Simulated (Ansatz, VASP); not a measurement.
# Two plane-wave programs on CdTe

Contents of POSCAR:

```
CdTe
1.0
    0.0000000000      3.1616838793      3.1616838793
    3.1616838793      0.0000000000      3.1616838793
    3.1616838793      3.1616838793      0.0000000000
Te Cd
1 1
Direct
    0.7500000000      0.7500000000      0.7500000000
    0.0000000000      0.0000000000      0.0000000000
```

INCAR.step1

```
SYSTEM = CdTe
ALGO = Normal ; EDIFF = 1E-5
ENCUT = 520 ; GGA = PE
ISIF = 2 ; ISMEAR = -1
LASPH = .True. ; LCHARG = .False.
LREAL = .False. ; LWAVE = .True.
NBANDS = 16 ; NELM = 100
PREC = Accurate ; SIGMA = 0.05
```

INCAR.step2

```
SYSTEM = CdTe
ALGO = Normal ; EDIFF = 1E-6
ENCUT = 520 ; GGA = PE
HFSCREEN = 0.2079 ; ISIF = 2
ISMEAR = -1 ; ISTART = 1
LASPH = .True. ; LCHARG = .False.
LHFCALC = .True. ; LREAL = .False.
LWAVE = .False. ; NBANDS = 16
NELM = 100 ; PREC = Accurate
PRECFOCK = Normal ; SIGMA = 0.05
```

Contents of KPOINTS:

```
k-points
0
Gamma
  4 4 4
  0 0 0
```

input.yaml

```yaml
crystal:
  lattice:
    - [0.0, 3.1616838793, 3.1616838793]
    - [3.1616838793, 0.0, 3.1616838793]
    - [3.1616838793, 3.1616838793, 0.0]
  atoms:
    - { symbol: Te, position: [0.75, 0.75, 0.75] }
    - { symbol: Cd, position: [0.0, 0.0, 0.0] }
hamiltonian:
  xc: hse06
  pseudopotentials: { kind: paw }
kpoints:
  mp_grid: { grid: [4, 4, 4] }
scf:
  occupations: { method: fermi_dirac, width: 0.05 }
output:
  forces: true
  stress: true
  eigenvalues: true
```

Alike in both runs: task single point; functional HSE06; k mesh 4 × 4 × 4; occupations fermi-dirac, width 0.05 eV; no spin polarisation.

```csv
,VASP,Ansatz
version,VASP 6.6.1,Ansatz 0.2.0
potentials or method,"VASP PAW PBE potentials, release 64 (Te, Cd)",Ansatz PAW
plane-wave cutoff (eV),520,420
valence electrons in the cell,18,36
```

Ansatz gave:

* gap on the k mesh at the Fermi level (eV): 1.91
* least direct gap on the mesh (eV): 1.91
* pressure (GPa): 6.0

Q: Which values does VASP return?

A: gap on the k mesh at the Fermi level (eV): 1.81; least direct gap on the mesh (eV): 1.81; pressure (GPa): 6.0.

VASP's potentials hold 18 valence electrons a cell and Ansatz's 36, so a difference there can come from the potentials and not from the codes.

The k mesh is coarse, so the values compare programs but aren't converged. Neither program's run includes spin-orbit coupling.
